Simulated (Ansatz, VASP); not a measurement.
## Two plane-wave programs on Yb

The input INCAR:

```
SYSTEM = Yb
  PREC = Accurate
  ENCUT = 520
  EDIFF = 1E-6
  ISMEAR = 0
  SIGMA = 0.6
  LREAL = .FALSE.
  LASPH = .TRUE.
  NELM = 100
  ALGO = Normal
  ISIF = 2
  LWAVE = .FALSE.
  LCHARG = .FALSE.
  GGA = CA
  NBANDS = 18
```

KPOINTS

```
Automatic mesh
0
G
  11 11 11
  0 0 0
```

File POSCAR:

```
Yb
1.0
    0.0000000000      2.4569516026      2.4569516026
    2.4569516026      0.0000000000      2.4569516026
    2.4569516026      2.4569516026      0.0000000000
Yb
1
Direct
    0.0000000000      0.0000000000      0.0000000000
```

Input for Ansatz:

```yaml
crystal:
  lattice:
    - [0.0, 2.4569516026, 2.4569516026]
    - [2.4569516026, 0.0, 2.4569516026]
    - [2.4569516026, 2.4569516026, 0.0]
  atoms:
    - { symbol: Yb, position: [0.0, 0.0, 0.0] }
hamiltonian:
  xc: lda
  pseudopotentials:
    kind: paw
    azcp:
      Yb: "pseudopotentials/Yb.paw.azcp"
basis:
  ecutwfc: 420
  fft_grid_basis: typed
kpoints:
  mp_grid: { grid: [11, 11, 11], shift: [0, 0, 0] }
magnetization:
  spin_polarized: false
scf:
  occupations: { method: gaussian, width: 0.6 }
  lower_state_search: "off"
output:
  stress: true
```

Alike in both runs: task single point; functional LDA; k mesh 11 × 11 × 11; occupations gaussian, width 0.6 eV; no spin polarisation.

```csv
,VASP,Ansatz
version,VASP 6.6.1,Ansatz 0.2.0
potentials or method,"VASP PAW PBE potentials, release 64 (Yb), cutoff 520 eV","plane waves (420 eV) with PAW, scalar-relativistic"
valence electrons in the cell,24,24
```

```csv
,VASP,Ansatz,Ansatz less VASP
pressure (GPa),-0.1,0.3,+0.32
```

VASP's potentials were made for PBE, not for LDA, and Ansatz warns of the same on its side. LDA's correlation is that of Perdew and Zunger in VASP and of Perdew and Wang (1992) in Ansatz.

Neither program's run includes spin-orbit coupling.
